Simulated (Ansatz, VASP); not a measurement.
ZnCu2SnS4 in VASP and in Ansatz

```
Zn Cu Sn S
1.0
    -2.73538    2.73538    5.46289
     2.73538   -2.73538    5.46289
     2.73538    2.73538   -5.46289
Zn Cu Sn S
1 2 1 4
Direct
  0.25000 0.75000 0.50000
  0.00000 0.00000 0.00000
  0.75000 0.25000 0.50000
  0.50000 0.50000 0.00000
  0.37109 0.89560 0.00792
  0.10440 0.11233 0.47549
  0.88767 0.36316 0.99208
  0.63684 0.62891 0.52451
```

Alike in both runs: functional PBE; k mesh 6 × 6 × 6; occupations gaussian, width 0.05 eV; no spin polarisation.

Ansatz relaxed the structure, and its values are those at the end. VASP's run is a single point on that final structure, the one shown.

|  | VASP | Ansatz |
| --- | --- | --- |
| version | VASP 6.6.1 | Ansatz 0.2.0 |
| potentials or method | VASP PAW PBE potentials, release 64 (Zn, Cu, Sn_d, S), cutoff 520 eV | scalar-relativistic, plane waves, PAW |
| valence electrons in the cell | 72 | 88 |

|  | VASP | Ansatz | Ansatz less VASP |
| --- | --- | --- | --- |
| gap on the k mesh at the Fermi level (eV) | 0.07 | 0.05 | -0.025 |
| least direct gap on the mesh (eV) | 0.07 | 0.05 | -0.025 |
| pressure (GPa) | 0.1 | 0.0 | -0.07 |
| rms of the force components (eV/Å) | 0.014 | 0.001 | -0.0128 |

VASP's potentials hold 72 valence electrons a cell and Ansatz's 88, so a difference there can come from the potentials and not from the codes.
